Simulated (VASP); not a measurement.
# Cu (P6_3/mmc) in VASP: a series of runs, part 3 of 3

VASP 6.6.1. Earlier steps stand in the parts before.

## Step 5: Single point, PBEsol (strain along c alone, the other axes held: +6.0 %)

INCAR reads:

```
PREC = Accurate
ENCUT = 520
EDIFF = 1E-6
ISMEAR = 0
SIGMA = 0.1
LREAL = False
LASPH = True
NELM = 60
ALGO = Fast
ISIF = 2
LWAVE = False
LCHARG = False
GGA = PS
NBANDS = 18
```

KPOINTS reads:

```
regular mesh
0
Gamma
  24 24 12
```

POSCAR reads:

```
Cu
1.0
    2.5205910253      0.0000000000      0.0000000000
   -1.2602955127      2.1828958605      0.0000000000
    0.0000000000      0.0000000000      4.3635146629
Cu
2
Direct
    0.3333333333      0.6666666667      0.2500000000
    0.6666666667      0.3333333333      0.7500000000
```

Potentials or basis: VASP PAW PBE potentials, release 64 (Cu).

Command:

```sh
cat potpaw_PBE.64/Cu/POTCAR > POTCAR
mpirun -np 1 vasp_std > vasp.out
```

OUTCAR:

```text
PREC = Accurate
   ENCUT = 520
   EDIFF = 1E-6
   ISMEAR = 0
   LREAL = False
   LASPH = True
   NELM = 60
   ISIF = 2
   GGA = PS

 ion  position               nearest neighbor table
   1  0.333  0.667  0.250-   2 2.62   2 2.62   2 2.62   2 2.62   2 2.62   2 2.62
   2  0.667  0.333  0.750-   1 2.62   1 2.62   1 2.62   1 2.62   1 2.62   1 2.62

  LATTYP: Found a hexagonal cell.
 ALAT       =     2.5205910253
 C/A-ratio  =     1.7311474250

  Lattice vectors:

 A1 = (   2.5205910253,   0.0000000000,   0.0000000000)
 A2 = (  -1.2602955127,   2.1828958605,   0.0000000000)
 A3 = (   0.0000000000,   0.0000000000,   4.3635146629)

Analysis of symmetry for initial positions (statically):
=====================================================================
 Subroutine PRICEL returns:
 Original cell was already a primitive cell.

 Routine SETGRP: Setting up the symmetry group for a
 hexagonal supercell.

 Subroutine GETGRP returns: Found 24 space group operations
 (whereof 12 operations were pure point group operations)
 out of a pool of 24 trial point group operations.

The static configuration has the point symmetry D_3d.
 The point group associated with its full space group is D_6h.

Analysis of symmetry for dynamics (positions and initial velocities):
=====================================================================
 Subroutine PRICEL returns:
 Original cell was already a primitive cell.

 Routine SETGRP: Setting up the symmetry group for a
 hexagonal supercell.

 Subroutine GETGRP returns: Found 24 space group operations
 (whereof 12 operations were pure point group operations)
 out of a pool of 24 trial point group operations.

The dynamic configuration has the point symmetry D_3d.
 The point group associated with its full space group is D_6h.

 Subroutine INISYM returns: Found 24 space group operations
 (whereof 12 operations are pure point group operations),
 and found     1 'primitive' translations

[... 111 lines left out ...]
   IALGO  =     68    algorithm
   IMIX   =      4    mixing-type and parameters
     AMIX     =   0.40;   BMIX     =  1.00
     AMIX_MAG =   1.60;   BMIX_MAG =  1.00
  volume/ion in A,a.u.               =      12.00        81.01
  Fermi-wavevector in a.u.,A,eV,Ry     =   1.590102  3.004858 34.401322  2.528426
  Thomas-Fermi vector in A             =   2.688849
   LORBIT       =      0    0 simple, 1 ext, 2 COOP (PROOUT), +10 PAW based schemes
   GGA     = PS    functional components
   LHFCALC =     F    Hartree Fock is set to
   AEXX    =    0.0000 exact exchange contribution
   IVDW    =     0    specifies the selected vdW correction
   LEPSILON=     F    determine dielectric tensor
   LRPA    =     F    only Hartree local field effects (RPA)
 non-spin polarized calculation
 RMM-DIIS sequential band-by-band and
 Gauss-broadening in eV      SIGMA  =   0.10
  energy-cutoff  :      520.00
  volume of cell :       24.01
 maximum number of plane-waves:       665
 NGX is ok and might be reduce to    20
   NGX =  9   NGY =  9   NGZ = 17

 number of electron      21.9999965 magnetization

 Free energy of the ion-electron system (eV)
  ---------------------------------------------------
  ext. energy  EPLUGINS =         0.00000000
  ---------------------------------------------------
  free energy    TOTEN  =        -8.54658937 eV

  energy without entropy =       -8.54229213  energy(sigma->0) =       -8.54444075

 E-fermi :   7.1996     XC(G=0): -12.8101

 val. band max:        7.1756150702   @ k =   0.3750   0.1250   0.2500
 cond. band min:       7.2010327963   @ k =   0.4583   0.0417   0.3333
 fundamental gap:      0.0254177262
 Fermi energy:         7.1996347555

 k-point     1 :       0.0000    0.0000    0.0000
  band No.  band energies     occupation
      1      -2.0637      2.00000
      2       2.0518      2.00000
      3       4.0250      2.00000
      4       4.2747      2.00000
      5       4.2747      2.00000
      6       4.4355      2.00000
[... 481 lines left out ...]
      5       4.3198      2.00000
      6       4.3630      2.00000
[... 10 lines left out ...]
     17      20.5322      0.00000
     18      27.3228      0.00000

 [... further k-points ...]

------------------------ aborting loop because EDIFF is reached ----------------------------------------

  FORCE on cell =-STRESS in cart. coord.  units (eV):
  Direction    XX          YY          ZZ          XY          YZ          ZX
  --------------------------------------------------------------------------------------
  -------------------------------------------------------------------------------------
  Total       -0.6793901     -0.6793901     -1.9992885      0.0000000      0.0000000      0.0000000
  in kB      -45.3375397    -45.3375397   -133.4179305      0.0000000      0.0000000      0.0000000
  external PRESSURE =     -74.6976700 kB  Pullay stress =       0.0000000 kB

 VOLUME and BASIS-vectors are now :
 -----------------------------------------------------------------------------
  energy-cutoff  :      520.00
  volume of cell :       24.01
      direct lattice vectors                 reciprocal lattice vectors
     2.520591025  0.000000000  0.000000000     0.396732350  0.229053529  0.000000000
    -1.260295513  2.182895860  0.000000000     0.000000000  0.458107058  0.000000000
     0.000000000  0.000000000  4.363514663     0.000000000  0.000000000  0.229173058

 POSITION                                       TOTAL-FORCE (eV/Angst)
 -----------------------------------------------------------------------------------
     -0.00000      1.45526      1.09088        -0.000000      0.000000      0.000000
      1.26030      0.72763      3.27264         0.000000      0.000000      0.000000
 -----------------------------------------------------------------------------------
    total drift:                                0.000000     -0.000000      0.000000

  FREE ENERGIE OF THE ION-ELECTRON SYSTEM (eV)
  ---------------------------------------------------
  free  energy   TOTEN  =        -8.5465893749 eV

  energy  without entropy=       -8.5422921318  energy(sigma->0) =       -8.54444075
```

OSZICAR:

```text
N       E                     dE             d eps       ncg     rms          rms(c)
DAV:   1     0.121621670110E+03    0.12162E+03   -0.10570E+04 16582   0.218E+03
DAV:   2    -0.466638359051E+01   -0.12629E+03   -0.11986E+03 15402   0.286E+02
DAV:   3    -0.106429418037E+02   -0.59766E+01   -0.57317E+01 17288   0.851E+01
DAV:   4    -0.107063621133E+02   -0.63420E-01   -0.63376E-01 18232   0.939E+00
DAV:   5    -0.107071759386E+02   -0.81383E-03   -0.81380E-03 18928   0.918E-01    0.119E+01
RMM:   6    -0.944321394263E+01    0.12640E+01   -0.13480E+01 17941   0.650E+01    0.713E+00
RMM:   7    -0.856336486779E+01    0.87985E+00   -0.24984E+00 17714   0.293E+01    0.136E+00
RMM:   8    -0.854866298790E+01    0.14702E-01   -0.62193E-02 18722   0.251E+00    0.322E-01
RMM:   9    -0.854637189926E+01    0.22911E-02   -0.12331E-02 18723   0.201E+00    0.288E-02
RMM:  10    -0.854656004978E+01   -0.18815E-03   -0.21415E-03 18674   0.577E-01    0.465E-02
RMM:  11    -0.854658195684E+01   -0.21907E-04   -0.41810E-04 19670   0.192E-01    0.138E-02
RMM:  12    -0.854658826988E+01   -0.63130E-05   -0.77043E-05 21284   0.895E-02    0.442E-03
RMM:  13    -0.854658946652E+01   -0.11966E-05   -0.76490E-06 15165   0.282E-02    0.520E-03
RMM:  14    -0.854658937493E+01    0.91583E-07   -0.27413E-06 12164   0.258E-02
   1 F= -.85465894E+01 E0= -.85444408E+01  d E =-.429724E-02
```

stdout:

```text
POSCAR found type information on POSCAR Cu
 POSCAR found :  1 types and       2 ions
 scaLAPACK will be used
 -----------------------------------------------------------------------------
|                                                                             |
|                                                                             |
|     You enforced a specific xc type in the INCAR file but a different       |
|     I HOPE YOU KNOW WHAT YOU ARE DOING!                                     |
|                                                                             |
 -----------------------------------------------------------------------------

 LDA part: xc-table for (Slater+PW92), standard interpolation
 POSCAR, INCAR and KPOINTS ok, starting setup
 FFT: planning ... GRIDC
 FFT: planning ... GRID_SOFT
 FFT: planning ... GRID
 WAVECAR not read
 entering main loop
WARNING in EDDRMM: call to ZHEGV failed, returncode =   8  4     16
```

Run time: 4.4 min. Hardware: 1 thread of Intel Xeon 8259CL, shared host; peak memory 0.26 GiB.

What came out:

| Item | Value |
| --- | --- |
| Free energy | -8.5466 eV |
| Pressure | -7.5 GPa |
| Band gap on the k mesh | zero (bands 11 and 12 overlap by 6.20 eV) |

Caveat: the cell differs from its parent crystal (strain along c alone, the other axes held: +6.0 %); the stress differs along the axes, from -13 to -5 GPa; the PAW data sets were made with another functional, which shifts forces and pressure a little.

## Step 6: Overview

```tsv
cell	further INCAR settings	gap on the mesh (eV)	pressure (GPa)
a = 2.521, b = 2.521, c = 4.117 Å, angles 90.0, 90.0, 120.0°, 2 atoms	ALGO = Fast; EDIFF = 1e-06; NBANDS = 18	none	0.8
a = 2.521, b = 2.521, c = 4.199 Å, angles 90.0, 90.0, 120.0°, 2 atoms	ALGO = Fast; EDIFF = 1e-06; NBANDS = 18	none	-2.4
a = 2.521, b = 2.521, c = 4.281 Å, angles 90.0, 90.0, 120.0°, 2 atoms	ALGO = Fast; EDIFF = 1e-07; NBANDS = 18	none	-5.0
a = 2.521, b = 2.521, c = 4.364 Å, angles 90.0, 90.0, 120.0°, 2 atoms	ALGO = Fast; EDIFF = 1e-06; NBANDS = 18	none	-7.5
```

Alike in all rows: task single point; level PBEsol; potentials or basis VASP PAW PBE potentials, release 64 (Cu); no spin polarisation; k mesh 24 × 24 × 12; cutoff (eV) 520; smearing gaussian 0.1 eV.

Caveats: the PAW data sets were made with another functional, which shifts forces and pressure a little; the stress differs along the axes, from -9 to -3 GPa (at least some runs); the stress differs along the axes, from -13 to -5 GPa (at least some runs).

Total energies depend on the potentials used, so only differences within one code and one set of settings carry meaning.

The gap in the log of VASP goes by the Fermi energy; the results here count the filled bands.